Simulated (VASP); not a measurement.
A run of VASP 6.6.1 is set up as follows.

File INCAR:

```
PREC = Accurate ; ENCUT = 520
EDIFF = 1E-7 ; ISMEAR = 0
SIGMA = 0.05 ; LREAL = F
LASPH = T ; NELM = 80
ALGO = Normal ; ISIF = 2
LWAVE = F ; LCHARG = T
GGA = PS ; LELF = T
LVHAR = T ; NBANDS = 28
```

The input KPOINTS:

```
regular mesh
0
Gamma
  10 10 6
```

The input POSCAR:

```
PbO
1.0
    3.6181561545      0.0000000000      0.0000000000
   -1.8090780772      3.1334151446      0.0000000000
    0.0000000000      0.0000000000      6.3515547832
Pb O
2 2
Direct
    0.3333333333      0.6666666667      0.2500000000
    0.6666666667      0.3333333333      0.7500000000
    0.0000000000      0.0000000000      0.0000000000
    0.0000000000      0.0000000000      0.5000000000
```

Potentials or basis: VASP PAW PBE potentials, release 64 (Pb_d, O).

Command:

```console
$ cat potpaw_PBE.64/Pb_d/POTCAR potpaw_PBE.64/O/POTCAR > POTCAR
$ mpirun -np 1 vasp_std > vasp.out
```

(1) What does it give for the band gap on the k mesh?

(2) Estimate the pressure.

Answers

(1) 0.12 eV (least direct gap 0.14 eV).

(2) -4.5 GPa.

Caveat: the cell stands under tension; the PAW data sets were made with another functional, which shifts forces and pressure a little; spin-orbit coupling is left out, which moves the levels of the heavy elements.
